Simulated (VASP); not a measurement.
Input of a VASP 6.6.1 run:

The input INCAR:

```
ALGO = Normal ; EDIFF = 1E-6
ENCUT = 1330 ; GGA_COMPAT = False
ISIF = 2 ; ISMEAR = 0
LASPH = True ; LCHARG = False
LREAL = False ; LWAVE = False
NBANDS = 16 ; NELM = 120
PREC = Accurate ; SIGMA = 0.02
```

Contents of KPOINTS:

```
k-points
0
Gamma
  10 10 10
```

POSCAR

```
GaN
1.0
    0.0000000000      2.1820000000      2.1820000000
    2.1820000000      0.0000000000      2.1820000000
    2.1820000000      2.1820000000      0.0000000000
Ga N
1 1
Direct
    0.0000000000      0.0000000000      0.0000000000
    0.2500000000      0.2500000000      0.2500000000
```

Potentials or basis: VASP PAW LDA potentials, release 64 (Ga_d, N_h).

Run with:

```console
$ cat potpaw_LDA.64/Ga_d/POTCAR potpaw_LDA.64/N_h/POTCAR > POTCAR
$ mpirun -np 1 vasp_std > vasp.out
```

What does it give for the band gap on the k mesh?

2.38 eV.

What does it give for the pressure?

15.8 GPa.

Caveat: the cell stands under pressure.
